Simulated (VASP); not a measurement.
# PbS: single point with PBE

The system is PbS, a slab with vacuum.

```
CELL_PARAMETERS angstrom
2.94050 -2.90000 0.00000
2.94050 2.90000 0.00000
-1.08005 0.00000 11.47510
ATOMIC_POSITIONS crystal
Pb 0.77560 0.77560 0.63638
Pb 0.22440 0.22440 0.36362
S 0.26840 0.26840 0.59860
S 0.73160 0.73160 0.40140
```

This cell differs from its parent crystal: zz strain of -2 %.

* Program: VASP 6.6.1
* Task: single point
* Functional: PBE
* Potentials or basis: VASP PAW PBE potentials, release 64 (Pb_d, S)
* Cutoff: 520 eV
* k mesh: 7 × 7 × 3
* Occupations: fermi-dirac, width 0.01 eV
* Spin: no spin polarisation
* Dipole correction: no
* Further INCAR settings: ALGO = Normal; EDIFF = 1e-06; NBANDS = 28

```
Largest force          : 0.175 eV/Å
Band gap on the k mesh : 1.36 eV, indirect (the least direct gap lies 0.8 meV higher)
```

Forces on the atoms (eV/Å):
```
Pb  -0.002  0.000 -0.175
Pb   0.002  0.000  0.175
S   -0.003  0.000  0.112
S    0.003  0.000 -0.112
```

Levels at points of the mesh, in eV from the valence-band top:
```csv
k point,band 16,band 17,band 18,band 19,band 20,band 21,band 22,band 23,band 24,band 25
"(0.00, 0.00, 0.00)",-2.63,-2.49,-1.42,-1.31,0.00,1.49,3.07,4.93,5.16,5.41
```

It took 8.2 min on 1 thread of AMD EPYC 7R13, with other jobs on the host, peak memory 0.38 GiB.

Caveat: the cell differs from its parent crystal (zz strain of -2 %); spin-orbit coupling is left out, which moves the levels of the heavy elements.
